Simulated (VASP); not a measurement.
# SBr3 (I4/mmm) in VASP: notebook

SBr3 is run at these levels: PBEsol, revPBE; tasks: single point.

All numbers are computed with VASP 6.6.1; they aren't measurements. Logs are shortened: lines on timing, memory, paths and dates and some standing lists are left out, and cuts for length are marked.

**1. The cell of the first run**

The structure is tetragonal, space group I4/mmm (No. 139). The conventional cell has a = 3.883 Å, b = 3.883 Å, c = 16.241 Å, α = 90.00°, β = 90.00°, γ = 90.00°. Within 3.6 Å of Br (site symmetry 4/mmm) lie 4 S at 2.75 Å. Within 3.6 Å of Br (site symmetry -4m2) lie 4 Br at 2.75 Å. S (site symmetry 4/mmm) has 4 Br at 2.75 Å within 3.6 Å.

**2. Single point, PBEsol**

Input file INCAR:

```
PREC = Accurate ; ENCUT = 500
EDIFF = 1E-6 ; ISMEAR = 1
SIGMA = 0.1 ; LREAL = False
LASPH = True ; NELM = 120
ALGO = Normal ; ISIF = 2
LWAVE = False ; LCHARG = True
GGA = PS ; LELF = True
LVHAR = True ; NBANDS = 22
GGA_COMPAT = False
```

Input file KPOINTS:

```
regular mesh
0
Gamma
  10 10 10
```

Input file POSCAR:

```
SBr3
1.0
   -1.9415190000      1.9415190000      8.1206400000
    1.9415190000     -1.9415190000      8.1206400000
    1.9415190000      1.9415190000     -8.1206400000
Br S
3 1
Direct
    0.5000000000      0.5000000000      0.0000000000
    0.2500000000      0.7500000000      0.5000000000
    0.7500000000      0.2500000000      0.5000000000
    0.0000000000      0.0000000000      0.0000000000
```

Potentials or basis: VASP PAW PBE potentials, release 64 (Br, S).

Launch:

```console
> cat potpaw_PBE.64/Br/POTCAR potpaw_PBE.64/S/POTCAR > POTCAR
> mpirun -np 1 vasp_std > vasp.out
```

OUTCAR:

```text
PREC = Accurate
   ENCUT = 500
   EDIFF = 1E-6
   ISMEAR = 1
   LREAL = False
   LASPH = True
   NELM = 120
   ISIF = 2
   GGA = PS

 ion  position               nearest neighbor table
   1  0.500  0.500  0.000-   4 2.75   4 2.75   4 2.75   4 2.75
   2  0.250  0.750  0.500-   3 2.75   3 2.75   3 2.75   3 2.75
   3  0.750  0.250  0.500-   2 2.75   2 2.75   2 2.75   2 2.75
   4  0.000  0.000  0.000-   1 2.75   1 2.75   1 2.75   1 2.75

  LATTYP: Found a body centered tetragonal cell.
 ALAT       =     3.8830380000
 C/A-ratio  =     4.1826219573

  Lattice vectors:

 A1 = (  -1.9415190000,   1.9415190000,   8.1206400000)
 A2 = (   1.9415190000,  -1.9415190000,   8.1206400000)
 A3 = (   1.9415190000,   1.9415190000,  -8.1206400000)

Analysis of symmetry for initial positions (statically):
=====================================================================
 Subroutine PRICEL returns:
 Original cell was already a primitive cell.

 Routine SETGRP: Setting up the symmetry group for a
 body centered tetragonal supercell.

 Subroutine GETGRP returns: Found 16 space group operations
 (whereof 16 operations were pure point group operations)
 out of a pool of 16 trial point group operations.

The static configuration has the point symmetry D_4h.

Analysis of symmetry for dynamics (positions and initial velocities):
=====================================================================
 Subroutine PRICEL returns:
 Original cell was already a primitive cell.

 Routine SETGRP: Setting up the symmetry group for a
 body centered tetragonal supercell.

 Subroutine GETGRP returns: Found 16 space group operations
 (whereof 16 operations were pure point group operations)
 out of a pool of 16 trial point group operations.

The dynamic configuration has the point symmetry D_4h.

 Subroutine INISYM returns: Found 16 space group operations
 (whereof 16 operations are pure point group operations),
 and found     1 'primitive' translations

----------------------------------------------------------------------------------------

                                     Primitive cell

  volume of cell :     122.4429

  direct lattice vectors                    reciprocal lattice vectors
    -1.941519000  1.941519000  8.120640000     0.000000000  0.257530315  0.061571502
[... 87 lines left out ...]
   LASPH  =      T    aspherical Exc in radial PAW
   ENCUT  =  500.0 eV  36.75 Ry    6.06 a.u.  15.63 15.63 15.63*2*pi/ulx,y,z
   NELM   =    120;   NELMIN=  2; NELMDL= -5     # of ELM steps
   EDIFF  = 0.1E-05   stopping-criterion for ELM
   LREAL  =      F    real-space projection
   EDIFFG = 0.1E-04   stopping-criterion for IOM
   NSW    =      0    number of steps for IOM
   IBRION =     -1    ionic relax: 0-MD 1-quasi-New 2-CG
   NFREE  =      0    steps in history (QN), initial steepest desc. (CG)
   ISIF   =      2    stress and relaxation
   ISYM   =      2    0-nonsym 1-usesym 2-fastsym
   POTIM  = 0.5000    time-step for ionic-motion
   TEBEG  =    0.0;   TEEND  =   0.0 temperature during run
   PSTRESS=    0.0 pullay stress
   NELECT =      27.0000    total number of electrons
   NUPDOWN=      -1.0000    fix difference up-down
   EMIN   =  10.00;   EMAX   =-10.00  energy-range for DOS
   EFERMI =   0.00;   METHOD = LEGACY
   ISMEAR =     1;   SIGMA  =   0.10  broadening in eV -4-tet -1-fermi 0-gaus
   EFERMI_NEDOS =   21; number of points for ismear=-14 and -15
   IALGO  =     38    algorithm
   IMIX   =      4    mixing-type and parameters
     AMIX     =   0.40;   BMIX     =  1.00
     AMIX_MAG =   1.60;   BMIX_MAG =  1.00
  volume/ion in A,a.u.               =      30.61       206.57
  Fermi-wavevector in a.u.,A,eV,Ry     =   0.989050  1.869033 13.309489  0.978220
  Thomas-Fermi vector in A             =   2.120621
   LORBIT       =      0    0 simple, 1 ext, 2 COOP (PROOUT), +10 PAW based schemes
   GGA     = PS    functional components
   LHFCALC =     F    Hartree Fock is set to
   AEXX    =    0.0000 exact exchange contribution
   IVDW    =     0    specifies the selected vdW correction
   LEPSILON=     F    determine dielectric tensor
   LRPA    =     F    only Hartree local field effects (RPA)
 non-spin polarized calculation
 Methfessel and Paxton  Order N= 1 SIGMA  =   0.10
  energy-cutoff  :      500.00
  volume of cell :      122.44
 maximum number of plane-waves:      3129
   NGX = 31   NGY = 31   NGZ = 31

 number of electron      26.9999998 magnetization

 Free energy of the ion-electron system (eV)
  ---------------------------------------------------
  ext. energy  EPLUGINS =         0.00000000
  ---------------------------------------------------
  free energy    TOTEN  =        -8.37713092 eV

  energy without entropy =       -8.37370336  energy(sigma->0) =       -8.37598840

 E-fermi :   0.9650     XC(G=0):  -8.2844

 val. band max:        0.9583214918   @ k =  -0.4000   0.2000   0.0000
 cond. band min:       0.9727279049   @ k =  -0.1000   0.1000   0.1000
 fundamental gap:      0.0144064131
 Fermi energy:         0.9650196254

 k-point     1 :       0.0000    0.0000    0.0000
  band No.  band energies     occupation
      1     -15.9286      2.00000
      2     -14.7805      2.00000
      3     -12.0961      2.00000
      4      -9.5003      2.00000
      5      -4.0006      2.00000
      6      -4.0006      2.00000
[... 589 lines left out ...]
     21      10.0705      0.00000
     22      10.2815      0.00000

 [... further k-points ...]

------------------------ aborting loop because EDIFF is reached ----------------------------------------

  FORCE on cell =-STRESS in cart. coord.  units (eV):
  Direction    XX          YY          ZZ          XY          YZ          ZX
  --------------------------------------------------------------------------------------
  -------------------------------------------------------------------------------------
  Total       -1.9770867     -1.9770867     -0.3297393      0.0000000     -0.0000000      0.0000000
  in kB      -25.8703765    -25.8703765     -4.3146713      0.0000000     -0.0000000      0.0000000
  external PRESSURE =     -18.6851414 kB  Pullay stress =       0.0000000 kB

 VOLUME and BASIS-vectors are now :
 -----------------------------------------------------------------------------
  energy-cutoff  :      500.00
  volume of cell :      122.44
      direct lattice vectors                 reciprocal lattice vectors
    -1.941519000  1.941519000  8.120640000     0.000000000  0.257530315  0.061571502
     1.941519000 -1.941519000  8.120640000     0.257530315  0.000000000  0.061571502
     1.941519000  1.941519000 -8.120640000     0.257530315  0.257530315  0.000000000

 POSITION                                       TOTAL-FORCE (eV/Angst)
 -----------------------------------------------------------------------------------
      0.00000      0.00000      8.12064         0.000000     -0.000000     -0.000000
      1.94152     -0.00000      4.06032        -0.000000      0.000000     -0.000000
     -0.00000      1.94152      4.06032         0.000000      0.000000      0.000000
      0.00000      0.00000      0.00000         0.000000     -0.000000     -0.000000
 -----------------------------------------------------------------------------------
    total drift:                               -0.000000     -0.000000     -0.000000

  FREE ENERGIE OF THE ION-ELECTRON SYSTEM (eV)
  ---------------------------------------------------
  free  energy   TOTEN  =        -8.3771309191 eV

  energy  without entropy=       -8.3737033628  energy(sigma->0) =       -8.37598840
```

OSZICAR:

```text
N       E                     dE             d eps       ncg     rms          rms(c)
DAV:   1     0.157500167559E+03    0.15750E+03   -0.10502E+04  4488   0.964E+02
DAV:   2     0.372427081876E+01   -0.15378E+03   -0.14698E+03  6308   0.178E+02
DAV:   3    -0.862862240977E+01   -0.12353E+02   -0.12258E+02  5732   0.556E+01
DAV:   4    -0.877657554434E+01   -0.14795E+00   -0.14789E+00  5354   0.715E+00
DAV:   5    -0.877842114268E+01   -0.18456E-02   -0.18455E-02  5628   0.793E-01    0.140E+01
DAV:   6    -0.848156391119E+01    0.29686E+00   -0.80271E-01  5470   0.315E+00    0.952E+00
DAV:   7    -0.853968999208E+01   -0.58126E-01   -0.66379E-01  5316   0.262E+00    0.465E+00
DAV:   8    -0.838504375837E+01    0.15465E+00   -0.19054E-01  5334   0.177E+00    0.837E-01
DAV:   9    -0.838834324862E+01   -0.32995E-02   -0.76024E-02  5412   0.720E-01    0.702E-01
DAV:  10    -0.837712717969E+01    0.11216E-01   -0.34902E-02  5328   0.325E-01    0.170E-01
DAV:  11    -0.837749974407E+01   -0.37256E-03   -0.33556E-04  5226   0.849E-02    0.164E-01
DAV:  12    -0.837715198101E+01    0.34776E-03   -0.37699E-04  5424   0.679E-02    0.499E-02
DAV:  13    -0.837713254512E+01    0.19436E-04   -0.34310E-05  5268   0.287E-02    0.110E-02
DAV:  14    -0.837713138730E+01    0.11578E-05   -0.68813E-06  5508   0.112E-02    0.971E-03
DAV:  15    -0.837713091908E+01    0.46822E-06   -0.73359E-07  3660   0.368E-03
   1 F= -.83771309E+01 E0= -.83759884E+01  d E =-.342756E-02
```

It took 20 min on 1 thread of Intel Xeon Platinum 8259CL at 2.50GHz (Skylake/Cascade Lake), shared host; peak memory 0.68 GiB.

Results:

* Free energy: -8.3771 eV
* Pressure: -1.9 GPa
* Band gap on the k mesh: zero (an odd number of electrons rules out a gap without spin polarisation)

Levels at points of the mesh, in eV from the Fermi level:
| k point | band 10 | band 11 | band 12 | band 13 | band 14 | band 15 | band 16 | band 17 | band 18 | band 19 |
| --- | --- | --- | --- | --- | --- | --- | --- | --- | --- | --- |
| (0.00, 0.00, 0.00) | -3.02 | -0.58 | 0.33 | 1.11 | 1.11 | 1.93 | 1.93 | 4.63 | 4.86 | 5.32 |
| (0.50, 0.00, 0.00) | -2.58 | -2.54 | -2.20 | -2.07 | -1.33 | -1.29 | -0.95 | 7.24 | 7.32 | 8.58 |
| (0.50, 0.50, 0.00) | -2.17 | -2.12 | -0.65 | 2.32 | 2.32 | 3.04 | 3.04 | 6.05 | 6.28 | 6.51 |
| (0.50, 0.50, 0.50) | -3.43 | -0.58 | 0.33 | 1.11 | 1.11 | 1.93 | 1.93 | 4.83 | 5.29 | 6.48 |

Caveat: the PAW data sets were made with another functional, which shifts forces and pressure a little; an odd number of electrons without spin polarisation forces a metal; a magnetic or distorted state may lie lower.

**3. Single point, revPBE (38.26 Å³/atom)**

This run uses another cell than the first one, of 38.26 Å³/atom.

Input file INCAR:

```
SYSTEM = SBr3
PREC = Accurate ; ENCUT = 500
EDIFF = 1E-6 ; ISMEAR = -1
SIGMA = 0.05 ; LREAL = .False.
LASPH = .True. ; NELM = 120
ALGO = Normal ; ISIF = 2
LWAVE = .False. ; LCHARG = .False.
GGA = RE ; NBANDS = 22
GGA_COMPAT = .False.
```

Input file KPOINTS:

```
Automatic mesh
0
Gamma
  10 10 10
  0 0 0
```

Input file POSCAR:

```
SBr3
1.0
   -2.0914379400      2.0914379400      8.7476942600
    2.0914379400     -2.0914379400      8.7476942600
    2.0914379400      2.0914379400     -8.7476942600
Br S
3 1
Direct
    0.5000000000      0.5000000000      0.0000000000
    0.2500000000      0.7500000000      0.5000000000
    0.7500000000      0.2500000000      0.5000000000
    0.0000000000      0.0000000000      0.0000000000
```

Potentials or basis: VASP PAW PBE potentials, release 64 (Br, S).

Launch:

```console
> cat potpaw_PBE.64/Br/POTCAR potpaw_PBE.64/S/POTCAR > POTCAR
> mpirun -np 1 vasp_std > vasp.out
```

It took 26 min on 1 thread of Intel Xeon Platinum 8259CL at 2.50GHz (Skylake/Cascade Lake), shared host; peak memory 0.84 GiB.

It converged, with:

```
Free energy            : -5.9368 eV
Pressure               : -3.3 GPa
Band gap on the k mesh : zero (an odd number of electrons rules out a gap without spin polarisation)
```

Stress tensor (GPa, compression positive):
```
-5.23  0.00  0.00
 0.00 -5.23  0.00
 0.00  0.00  0.52
```

Levels at points of the mesh, in eV from the Fermi level:
```
           k point  band 10  band 11  band 12  band 13  band 14  band 15  band 16  band 17  band 18  band 19
(0.00, 0.00, 0.00)    -2.14    -0.45     0.23     0.74     0.74     1.34     1.34     5.66     6.32     6.55
(0.50, 0.00, 0.00)    -1.88    -1.81    -1.72    -1.54    -1.00    -0.84    -0.52     7.92     8.00     8.83
(0.50, 0.50, 0.00)    -1.52    -1.51    -0.35     1.52     1.52     2.06     2.06     7.25     7.34     7.60
(0.50, 0.50, 0.50)    -2.37    -0.45     0.22     0.74     0.74     1.34     1.34     6.30     6.52     6.97
```

Caveat: the stress differs along the axes, from -5 to 1 GPa; the PAW data sets were made with another functional, which shifts forces and pressure a little; an odd number of electrons without spin polarisation forces a metal; a magnetic or distorted state may lie lower.
